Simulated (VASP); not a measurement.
A run of VASP 6.6.1:

File INCAR:

```
SYSTEM = RbRe
ALGO = Fast ; EDIFF = 1E-6
ENCUT = 520 ; GGA = PE
ISIF = 2 ; ISMEAR = 0
LASPH = .True. ; LCHARG = .True.
LELF = .True. ; LREAL = .False.
LVHAR = .True. ; LWAVE = .False.
NBANDS = 15 ; NELM = 100
PREC = Accurate ; SIGMA = 0.1
```

Contents of KPOINTS:

```
k-points
0
Gamma
  4 4 4
  0 0 0
```

POSCAR

```
RbRe
1.0
    3.7226171292      0.0000000000      0.0000000000
    0.0000000000      3.7226171292      0.0000000000
    0.0000000000      0.0000000000      3.7226171292
Rb Re
1 1
Direct
    0.5000000000      0.5000000000      0.5000000000
    0.0000000000      0.0000000000      0.0000000000
```

Potentials or basis: VASP PAW PBE potentials, release 64 (Rb_sv, Re).

Launch:

```console
$ cat potpaw_PBE.64/Rb_sv/POTCAR potpaw_PBE.64/Re/POTCAR > POTCAR
$ mpirun -np 1 vasp_std > vasp.out
```

Hardware: 1 thread of Intel(R) Xeon(R) Platinum 8375C CPU @ 2.90GHz (Ice Lake), with other jobs on the host.

Problem. How long does it take, and how much memory?

Solution. Wall time 13 s on 1 thread of Intel(R) Xeon(R) Platinum 8375C CPU @ 2.90GHz (Ice Lake) (shared host), peak memory 0.15 GiB. Counts: scf iterations 23, k points 10.
